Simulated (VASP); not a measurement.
# WSe2 (P6_3/mmc) in VASP: a series of runs

Runs on WSe2. Level: PBE+D3(BJ). Tasks: single point.

Program: VASP 6.6.1. These are calculated values, not measurements. Logs are shortened: lines on timing, memory, paths and dates and some standing lists are left out, and cuts for length are marked.

### Step 1. The cell of the first run

It takes space group P6_3/mmc (No. 194, hexagonal). The conventional cell has a = 3.312 Å, b = 3.312 Å, c = 12.789 Å, α = 90.00°, β = 90.00°, γ = 120.00°. W (site symmetry -6m2) has 6 Se at 2.55 Å and 6 W at 3.31 Å within 3.4 Å. Se (site symmetry 3m) has 3 W at 2.55 Å and 7 Se at 3.31 to 3.37 Å within 3.4 Å.

### Step 2. Single point, PBE+D3(BJ) (strain +0.0100 x Voigt [1, 1, 0, 0, 0, 0])

INCAR reads:

```
  ALGO = Normal
  EDIFF = 1E-7
  ENCUT = 520
  GGA = PE
  ISIF = 2
  ISMEAR = 0
  IVDW = 12
  LASPH = T
  LCHARG = F
  LREAL = F
  LWAVE = F
  NBANDS = 35
  NELM = 60
  PREC = Accurate
  SIGMA = 0.05
```

KPOINTS reads:

```
k-points
0
Gamma
  12 12 2
```

POSCAR reads:

```
WSe2
1.0
    3.3118178348      0.0000000000      0.0000000000
   -1.6559089174      2.8681183776      0.0000000000
    0.0000000000      0.0000000000     12.7886113051
W Se
2 4
Direct
    0.3333333333      0.6666666667      0.2500000000
    0.6666666667      0.3333333333      0.7500000000
    0.3333333333      0.6666666667      0.6182912222
    0.6666666667      0.3333333333      0.1182912222
    0.3333333333      0.6666666667      0.8817087778
    0.6666666667      0.3333333333      0.3817087778
```

Potentials or basis: VASP PAW PBE potentials, release 64 (W_sv, Se).

On the command line:

```console
cat potpaw_PBE.64/W_sv/POTCAR potpaw_PBE.64/Se/POTCAR > POTCAR
mpirun -np 1 vasp_std > vasp.out
```

OUTCAR:

```text
EDIFF = 1E-7
   ENCUT = 520
   GGA = PE
   ISIF = 2
   ISMEAR = 0
   IVDW = 12
   LASPH = T
   LREAL = F
   NELM = 60
   PREC = Accurate
 IVDW          = 12

 ion  position               nearest neighbor table
   1  0.333  0.667  0.250-   4 2.55   6 2.55   4 2.55   6 2.55   4 2.55   6 2.55
   2  0.667  0.333  0.750-   3 2.55   5 2.55   3 2.55   5 2.55   3 2.55   5 2.55
   3  0.333  0.667  0.618-   2 2.55   2 2.55   2 2.55
   4  0.667  0.333  0.118-   1 2.55   1 2.55   1 2.55
   5  0.333  0.667  0.882-   2 2.55   2 2.55   2 2.55
   6  0.667  0.333  0.382-   1 2.55   1 2.55   1 2.55

  LATTYP: Found a hexagonal cell.
 ALAT       =     3.3118178348
 C/A-ratio  =     3.8615080729

  Lattice vectors:

 A1 = (   3.3118178348,   0.0000000000,   0.0000000000)
 A2 = (  -1.6559089174,   2.8681183776,   0.0000000000)
 A3 = (   0.0000000000,   0.0000000000,  12.7886113051)

Analysis of symmetry for initial positions (statically):
=====================================================================
 Subroutine PRICEL returns:
 Original cell was already a primitive cell.

 Routine SETGRP: Setting up the symmetry group for a
 hexagonal supercell.

 Subroutine GETGRP returns: Found 24 space group operations
 (whereof 12 operations were pure point group operations)
 out of a pool of 24 trial point group operations.

The static configuration has the point symmetry D_3d.
 The point group associated with its full space group is D_6h.

Analysis of symmetry for dynamics (positions and initial velocities):
=====================================================================
 Subroutine PRICEL returns:
 Original cell was already a primitive cell.

 Routine SETGRP: Setting up the symmetry group for a
 hexagonal supercell.

 Subroutine GETGRP returns: Found 24 space group operations
 (whereof 12 operations were pure point group operations)
 out of a pool of 24 trial point group operations.

The dynamic configuration has the point symmetry D_3d.
 The point group associated with its full space group is D_6h.

 Subroutine INISYM returns: Found 24 space group operations
 (whereof 12 operations are pure point group operations),
 and found     1 'primitive' translations

----------------------------------------------------------------------------------------

[... 100 lines left out ...]
   EDIFF  = 0.1E-06   stopping-criterion for ELM
   LREAL  =      F    real-space projection
   EDIFFG = 0.1E-05   stopping-criterion for IOM
   NSW    =      0    number of steps for IOM
   IBRION =     -1    ionic relax: 0-MD 1-quasi-New 2-CG
   NFREE  =      0    steps in history (QN), initial steepest desc. (CG)
   ISIF   =      2    stress and relaxation
   ISYM   =      2    0-nonsym 1-usesym 2-fastsym
   POTIM  = 0.5000    time-step for ionic-motion
   TEBEG  =    0.0;   TEEND  =   0.0 temperature during run
   PSTRESS=    0.0 pullay stress
   NELECT =      52.0000    total number of electrons
   NUPDOWN=      -1.0000    fix difference up-down
   EMIN   =  10.00;   EMAX   =-10.00  energy-range for DOS
   EFERMI =   0.00;   METHOD = LEGACY
   ISMEAR =     0;   SIGMA  =   0.05  broadening in eV -4-tet -1-fermi 0-gaus
   EFERMI_NEDOS =   21; number of points for ismear=-14 and -15
   IALGO  =     38    algorithm
   IMIX   =      4    mixing-type and parameters
     AMIX     =   0.40;   BMIX     =  1.00
     AMIX_MAG =   1.60;   BMIX_MAG =  1.00
  volume/ion in A,a.u.               =      20.25       136.63
  Fermi-wavevector in a.u.,A,eV,Ry     =   1.233806  2.331556 20.711849  1.522278
  Thomas-Fermi vector in A             =   2.368522
   LORBIT       =      0    0 simple, 1 ext, 2 COOP (PROOUT), +10 PAW based schemes
   GGA     = PE    functional components
   LHFCALC =     F    Hartree Fock is set to
   AEXX    =    0.0000 exact exchange contribution
   IVDW    =    12    specifies the selected vdW correction
   LEPSILON=     F    determine dielectric tensor
   LRPA    =     F    only Hartree local field effects (RPA)
 non-spin polarized calculation
 Gauss-broadening in eV      SIGMA  =   0.05
  energy-cutoff  :      520.00
  volume of cell :      121.47
 maximum number of plane-waves:      3300
 NGX is ok and might be reduce to    28
   NGX = 13   NGY = 13   NGZ = 47

 number of electron      51.9999996 magnetization

 Free energy of the ion-electron system (eV)
  ---------------------------------------------------
  ext. energy  EPLUGINS =         0.00000000
  ---------------------------------------------------
  free energy    TOTEN  =       -43.11768260 eV

  energy without entropy =      -43.11768260  energy(sigma->0) =      -43.11768260

 E-fermi :   6.6887     XC(G=0): -10.8004

 val. band max:        6.3348350075   @ k =   0.0000   0.0000   0.0000
 cond. band min:       7.2183322171   @ k =   0.1667   0.1667   0.0000
 fundamental gap:      0.8834972096
 Fermi energy:         6.6887153100

 k-point     1 :       0.0000    0.0000    0.0000
  band No.  band energies     occupation
      1     -68.0846      2.00000
      2     -68.0846      2.00000
      3     -32.3084      2.00000
      4     -32.3083      2.00000
      5     -32.1999      2.00000
      6     -32.1999      2.00000
[... 901 lines left out ...]
     34      10.1110      0.00000
     35      11.7482      0.00000

 [... further k-points ...]

------------------------ aborting loop because EDIFF is reached ----------------------------------------

 Edisp (eV)   -2.79534

 E8    (eV) :    -1.2469

  FORCE on cell =-STRESS in cart. coord.  units (eV):
  Direction    XX          YY          ZZ          XY          YZ          ZX
  --------------------------------------------------------------------------------------
  -------------------------------------------------------------------------------------
  Total      -2.01111    -2.01111    -1.13501     0.00000     0.00000     0.00000
  in kB     -26.52522   -26.52522   -14.97000     0.00000     0.00000     0.00000
  external pressure =      -22.67 kB  Pullay stress =        0.00 kB

 VOLUME and BASIS-vectors are now :
 -----------------------------------------------------------------------------
  energy-cutoff  :      520.00
  volume of cell :      121.47
      direct lattice vectors                 reciprocal lattice vectors
     3.311817835  0.000000000  0.000000000     0.301948975  0.174330322  0.000000000
    -1.655908917  2.868118378  0.000000000     0.000000000  0.348660644  0.000000000
     0.000000000  0.000000000 12.788611305     0.000000000  0.000000000  0.078194573

 POSITION                                       TOTAL-FORCE (eV/Angst)
 -----------------------------------------------------------------------------------
     -0.00000      1.91208      3.19715         0.000000     -0.000000      0.000000
      1.65591      0.95604      9.59146        -0.000000      0.000000      0.000000
     -0.00000      1.91208      7.90709         0.000000      0.000000      0.161877
      1.65591      0.95604      1.51278        -0.000000      0.000000      0.161877
     -0.00000      1.91208     11.27583         0.000000     -0.000000     -0.161877
      1.65591      0.95604      4.88153        -0.000000      0.000000     -0.161877
 -----------------------------------------------------------------------------------
    total drift:                               -0.000000      0.000000     -0.000000

  FREE ENERGIE OF THE ION-ELECTRON SYSTEM (eV)
  ---------------------------------------------------
  free  energy   TOTEN  =       -45.9130265311 eV

  energy  without entropy=      -45.9130265311  energy(sigma->0) =      -45.91302653
```

Wall time 82 s (1 thread of Intel Xeon 6975P-C (Granite Rapids), shared host); peak memory 0.33 GiB.

Results:

| Property | Result |
| --- | --- |
| Free energy | -45.9130 eV |
| Pressure | -2.3 GPa |
| Largest force | 0.162 eV/Å |
| Band gap on the k mesh | 0.88 eV (least direct gap 1.46 eV) |
| Dispersion energy per atom | -0.466 eV |

Forces in eV/Å, atoms in the order of the input:
```
W    0.000  0.000  0.000
W    0.000  0.000  0.000
Se   0.000  0.000  0.162
Se   0.000  0.000  0.162
Se   0.000  0.000 -0.162
Se   0.000  0.000 -0.162
```

Caveat: the cell differs from its parent crystal (strain +0.0100 x Voigt [1, 1, 0, 0, 0, 0]); spin-orbit coupling is left out, which moves the levels of the heavy elements.

### Step 3. Single point, PBE+D3(BJ) (strain +0.0200 x Voigt [1, 1, 0, 0, 0, 0])

INCAR reads:

```
SYSTEM = WSe2
PREC = Accurate
ENCUT = 520
EDIFF = 1E-7
ISMEAR = 0
SIGMA = 0.05
LREAL = .FALSE.
LASPH = .TRUE.
NELM = 60
ALGO = Normal
ISIF = 2
LWAVE = .FALSE.
LCHARG = .FALSE.
GGA = PE
IVDW = 12
NBANDS = 35
```

KPOINTS reads:

```
Automatic mesh
0
G
  12 12 2
  0 0 0
```

POSCAR, as its differences from that of step 2:

```diff
@@ -2,4 +2,4 @@
 1.0
-    3.3118178348      0.0000000000      0.0000000000
-   -1.6559089174      2.8681183776      0.0000000000
+    3.3446081104      0.0000000000      0.0000000000
+   -1.6723040552      2.8965155893      0.0000000000
     0.0000000000      0.0000000000     12.7886113051
```

Potentials or basis: VASP PAW PBE potentials, release 64 (W_sv, Se).

On the command line:

```console
cat potpaw_PBE.64/W_sv/POTCAR potpaw_PBE.64/Se/POTCAR > POTCAR
mpirun -np 1 vasp_std > vasp.out
```

OUTCAR:

```text
SYSTEM = WSe2
   PREC = Accurate
   ENCUT = 520
   EDIFF = 1E-7
   ISMEAR = 0
   LREAL = .FALSE.
   LASPH = .TRUE.
   NELM = 60
   ISIF = 2
   GGA = PE
   IVDW = 12
 IVDW          = 12

 ion  position               nearest neighbor table
   1  0.333  0.667  0.250-   4 2.56   6 2.56   4 2.56   6 2.56   4 2.56   6 2.56
   2  0.667  0.333  0.750-   3 2.56   5 2.56   3 2.56   5 2.56   3 2.56   5 2.56
   3  0.333  0.667  0.618-   2 2.56   2 2.56   2 2.56
   4  0.667  0.333  0.118-   1 2.56   1 2.56   1 2.56
   5  0.333  0.667  0.882-   2 2.56   2 2.56   2 2.56
   6  0.667  0.333  0.382-   1 2.56   1 2.56   1 2.56

  LATTYP: Found a hexagonal cell.
 ALAT       =     3.3446081104
 C/A-ratio  =     3.8236501506

  Lattice vectors:

 A1 = (   3.3446081104,   0.0000000000,   0.0000000000)
 A2 = (  -1.6723040552,   2.8965155893,   0.0000000000)
 A3 = (   0.0000000000,   0.0000000000,  12.7886113051)

Analysis of symmetry for initial positions (statically):
=====================================================================
 Subroutine PRICEL returns:
 Original cell was already a primitive cell.

 Routine SETGRP: Setting up the symmetry group for a
 hexagonal supercell.

 Subroutine GETGRP returns: Found 24 space group operations
[... 182 lines left out ...]

 k-point     1 :       0.0000    0.0000    0.0000
  band No.  band energies     occupation
      1     -68.3430      2.00000
      2     -68.3430      2.00000
      3     -32.5417      2.00000
      4     -32.5417      2.00000
      5     -32.4594      2.00000
      6     -32.4594      2.00000
[... 901 lines left out ...]
     34       9.7972      0.00000
     35      11.4499      0.00000

 [... further k-points ...]

------------------------ aborting loop because EDIFF is reached ----------------------------------------

 Edisp (eV)   -2.73953

 E8    (eV) :    -1.2220

  FORCE on cell =-STRESS in cart. coord.  units (eV):
  Direction    XX          YY          ZZ          XY          YZ          ZX
  --------------------------------------------------------------------------------------
  -------------------------------------------------------------------------------------
  Total      -4.10390    -4.10390    -2.47301     0.00000     0.00000     0.00000
  in kB     -53.07169   -53.07169   -31.98093     0.00000     0.00000     0.00000
  external pressure =      -46.04 kB  Pullay stress =        0.00 kB

 VOLUME and BASIS-vectors are now :
 -----------------------------------------------------------------------------
  energy-cutoff  :      520.00
  volume of cell :      123.89
      direct lattice vectors                 reciprocal lattice vectors
     3.344608110  0.000000000  0.000000000     0.298988691  0.172621201  0.000000000
    -1.672304055  2.896515589  0.000000000     0.000000000  0.345242402  0.000000000
     0.000000000  0.000000000 12.788611305     0.000000000  0.000000000  0.078194573

 POSITION                                       TOTAL-FORCE (eV/Angst)
 -----------------------------------------------------------------------------------
     -0.00000      1.93101      3.19715         0.000000     -0.000000     -0.000000
      1.67230      0.96551      9.59146        -0.000000      0.000000     -0.000000
     -0.00000      1.93101      7.90709        -0.000000     -0.000000      0.356223
      1.67230      0.96551      1.51278         0.000000      0.000000      0.356223
     -0.00000      1.93101     11.27583        -0.000000     -0.000000     -0.356223
      1.67230      0.96551      4.88153        -0.000000     -0.000000     -0.356223
 -----------------------------------------------------------------------------------
    total drift:                                0.000000     -0.000000      0.000000

  FREE ENERGIE OF THE ION-ELECTRON SYSTEM (eV)
  ---------------------------------------------------
  free  energy   TOTEN  =       -45.8531146074 eV

  energy  without entropy=      -45.8531146074  energy(sigma->0) =      -45.85311461
```

OSZICAR:

```text
N       E                     dE             d eps       ncg     rms          rms(c)
DAV:   1     0.496133248020E+03    0.49613E+03   -0.27820E+04  2964   0.144E+03
DAV:   2    -0.144286220682E+02   -0.51056E+03   -0.49336E+03  3099   0.389E+02
DAV:   3    -0.445098467201E+02   -0.30081E+02   -0.29567E+02  3253   0.889E+01
DAV:   4    -0.451757097367E+02   -0.66586E+00   -0.66201E+00  3134   0.134E+01
DAV:   5    -0.451846901222E+02   -0.89804E-02   -0.89644E-02  3227   0.168E+00    0.276E+01
DAV:   6    -0.435578510974E+02    0.16268E+01   -0.68854E+00  2974   0.171E+01    0.951E+00
DAV:   7    -0.433091986904E+02    0.24865E+00   -0.31207E+00  2797   0.872E+00    0.555E+00
DAV:   8    -0.431123759905E+02    0.19682E+00   -0.40920E-01  2933   0.439E+00    0.128E+00
DAV:   9    -0.431152986244E+02   -0.29226E-02   -0.63837E-02  3121   0.123E+00    0.876E-01
DAV:  10    -0.431136533335E+02    0.16453E-02   -0.14071E-02  2894   0.799E-01    0.167E-01
DAV:  11    -0.431136402673E+02    0.13066E-04   -0.19046E-03  2899   0.284E-01    0.175E-01
DAV:  12    -0.431135837212E+02    0.56546E-04   -0.78312E-05  3034   0.540E-02    0.111E-01
DAV:  13    -0.431135796467E+02    0.40745E-05   -0.84403E-05  2903   0.547E-02    0.689E-03
DAV:  14    -0.431135807856E+02   -0.11389E-05   -0.52632E-06  3195   0.117E-02    0.831E-03
DAV:  15    -0.431135807053E+02    0.80345E-07   -0.42757E-07  2639   0.332E-03
   1 F= -.45853115E+02 E0= -.45853115E+02  d E =-.108303E-11
```

stdout:

```text
POSCAR found type information on POSCAR W Se
 POSCAR found :  2 types and       6 ions
 scaLAPACK will be used
 LDA part: xc-table for (Slater+PW92), standard interpolation
 POSCAR, INCAR and KPOINTS ok, starting setup
 FFT: planning ... GRIDC
 FFT: planning ... GRID_SOFT
 FFT: planning ... GRID
 WAVECAR not read
 entering main loop
```

Run time: 89 s. Hardware: 1 thread of Intel Xeon 6975P-C (Granite Rapids), shared host; peak memory 0.33 GiB.

Results:

```yaml
Free_energy: -45.8531 eV
Pressure: -4.6 GPa
Largest_force: 0.356 eV/Å
Band_gap_on_the_k_mesh: 0.88 eV (least direct gap 1.37 eV)
Dispersion_energy_per_atom: -0.457 eV
```

Forces on the atoms (eV/Å):
```
W    0.000  0.000  0.000
W    0.000  0.000  0.000
Se   0.000  0.000  0.356
Se   0.000  0.000  0.356
Se   0.000  0.000 -0.356
Se   0.000  0.000 -0.356
```

Levels at points of the mesh, in eV from the valence-band top:
| k point | band 23 | band 24 | band 25 | band 26 | band 27 | band 28 | band 29 | band 30 |
| --- | --- | --- | --- | --- | --- | --- | --- | --- |
| (0.00, 0.00, 0.00) | -1.59 | -1.04 | -0.87 | 0.00 | 2.39 | 2.39 | 2.44 | 2.44 |
| (0.50, 0.00, 0.00) | -1.54 | -1.48 | -1.26 | -1.23 | 1.87 | 1.92 | 2.10 | 2.39 |
| (0.00, 0.00, 0.50) | -1.63 | -1.63 | -0.17 | -0.17 | 2.39 | 2.39 | 2.39 | 2.39 |
| (0.50, 0.00, 0.50) | -1.38 | -1.38 | -1.34 | -1.34 | 1.89 | 1.89 | 2.28 | 2.28 |

Caveat: the cell differs from its parent crystal (strain +0.0200 x Voigt [1, 1, 0, 0, 0, 0]); the cell stands under tension; spin-orbit coupling is left out, which moves the levels of the heavy elements.

### Step 4. Single point, PBE+D3(BJ) (strain +0.0300 x Voigt [1, 1, 0, 0, 0, 0])

INCAR, as its differences from that of step 3:

```diff
@@ -8,3 +8,3 @@
 LASPH = .TRUE.
-NELM = 60
+NELM = 80
 ALGO = Normal
```

KPOINTS is that of step 3.

POSCAR, as its differences from that of step 3:

```diff
@@ -2,4 +2,4 @@
 1.0
-    3.3446081104      0.0000000000      0.0000000000
-   -1.6723040552      2.8965155893      0.0000000000
+    3.3773983860      0.0000000000      0.0000000000
+   -1.6886991930      2.9249128010      0.0000000000
     0.0000000000      0.0000000000     12.7886113051
```

On the command line:

```console
cat potpaw_PBE.64/W_sv/POTCAR potpaw_PBE.64/Se/POTCAR > POTCAR
mpirun -np 1 vasp_std > vasp.out
```

It took 2.6 min on 1 thread of Intel Xeon Platinum 8259CL at 2.50GHz (Skylake/Cascade Lake), shared host; peak memory 0.33 GiB.

The run converged. Its results:

| Property | Result |
| --- | --- |
| Free energy | -45.7541 eV |
| Pressure | -6.7 GPa |
| Largest force | 0.537 eV/Å |
| Band gap on the k mesh | 0.88 eV (least direct gap 1.29 eV) |
| Dispersion energy per atom | -0.448 eV |

Forces on the atoms (eV/Å):
```
W    0.000  0.000  0.000
W    0.000  0.000  0.000
Se   0.000  0.000  0.537
Se   0.000  0.000  0.537
Se   0.000  0.000 -0.537
Se   0.000  0.000 -0.537
```

Stress tensor (GPa, compression positive):
```
-7.71  0.00  0.00
 0.00 -7.71  0.00
 0.00  0.00 -4.72
```

Levels at points of the mesh, in eV from the valence-band top:
| k point | band 22 | band 23 | band 24 | band 25 | band 26 | band 27 | band 28 | band 29 | band 30 | band 31 |
| --- | --- | --- | --- | --- | --- | --- | --- | --- | --- | --- |
| (0.00, 0.00, 0.00) | -1.64 | -1.64 | -0.96 | -0.82 | 0.00 | 2.29 | 2.29 | 2.33 | 2.33 | 2.35 |
| (0.50, 0.00, 0.00) | -2.30 | -1.61 | -1.46 | -1.30 | -1.24 | 1.75 | 1.80 | 2.02 | 2.25 | 2.69 |
| (0.00, 0.00, 0.50) | -1.68 | -1.68 | -1.68 | -0.15 | -0.15 | 2.29 | 2.29 | 2.29 | 2.29 | 2.50 |
| (0.50, 0.00, 0.50) | -2.50 | -1.45 | -1.45 | -1.32 | -1.32 | 1.77 | 1.77 | 2.16 | 2.16 | 3.11 |

Caveat: the cell differs from its parent crystal (strain +0.0300 x Voigt [1, 1, 0, 0, 0, 0]); the cell stands under tension; spin-orbit coupling is left out, which moves the levels of the heavy elements. A k mesh can miss the band edges.

### Step 5. Overview

| cell | gap on the mesh (eV) | pressure (GPa) | largest force (eV/Å) |
| --- | --- | --- | --- |
| a = 3.312, b = 3.312, c = 12.789 Å, angles 90.0, 90.0, 120.0°, 6 atoms | 0.88 | -2.3 | 0.16 |
| a = 3.345, b = 3.345, c = 12.789 Å, angles 90.0, 90.0, 120.0°, 6 atoms | 0.88 | -4.6 | 0.36 |
| a = 3.377, b = 3.377, c = 12.789 Å, angles 90.0, 90.0, 120.0°, 6 atoms | 0.88 | -6.7 | 0.54 |

Alike in all rows: task single point; level PBE+D3(BJ); potentials or basis VASP PAW PBE potentials, release 64 (W_sv, Se); no spin polarisation; k mesh 12 × 12 × 2; cutoff (eV) 520; smearing gaussian 0.05 eV.

Caveats: spin-orbit coupling is left out, which moves the levels of the heavy elements; the cell stands under tension (at least some runs).

Absolute energies hang on the potentials; compare differences alone.
